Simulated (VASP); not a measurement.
Crystal: KLaMgWO6.

```xyz
10
Lattice="0.0000 3.9477 3.9477 3.9477 0.0000 3.9477 3.9477 3.9477 0.0000" Properties=species:S:1:pos:R:3 pbc="T T T"
K     5.9215    5.9215    5.9215
La    1.9738    1.9738    1.9738
Mg    0.0000    0.0000    0.0000
W     3.9477    3.9477    3.9477
O     2.0366    3.9477    3.9477
O     5.8587    3.9477    3.9477
O     3.9477    3.9477    5.8587
O     3.9477    3.9477    2.0366
O     3.9477    2.0366    3.9477
O     3.9477    5.8587    3.9477
```

Base run:

| Property | Result |
| --- | --- |
| Program | VASP 6.6.1 |
| Functional | r2SCAN |
| Potentials or basis | VASP PAW PBE potentials, release 64 (K_sv, La, Mg, W_sv, O) |
| Cutoff | 520 eV |
| k mesh | 6 × 6 × 6 |
| Occupations | gaussian, width 0.01 eV |
| Spin | no spin polarisation |

Its results: band gap on the k mesh 3.09 eV (least direct gap 3.13 eV); pressure 1.0 GPa; largest force 0.274 eV/Å.

Question: The run is repeated on the same cell with these changes: functional from r2SCAN to PBE; occupations from gaussian, width 0.01 eV to fermi-dirac, width 0.02 eV. What comes out?

Answer: Band gap on the k mesh 2.67 eV (least direct gap 2.72 eV); pressure 5.3 GPa; largest force 0.482 eV/Å.

Caveats: spin-orbit coupling is left out, which moves the levels of the heavy elements; the PAW data sets were made with another functional, which shifts forces and pressure a little (at least some runs); the cell stands under pressure (at least some runs).

A k mesh can miss the band edges.
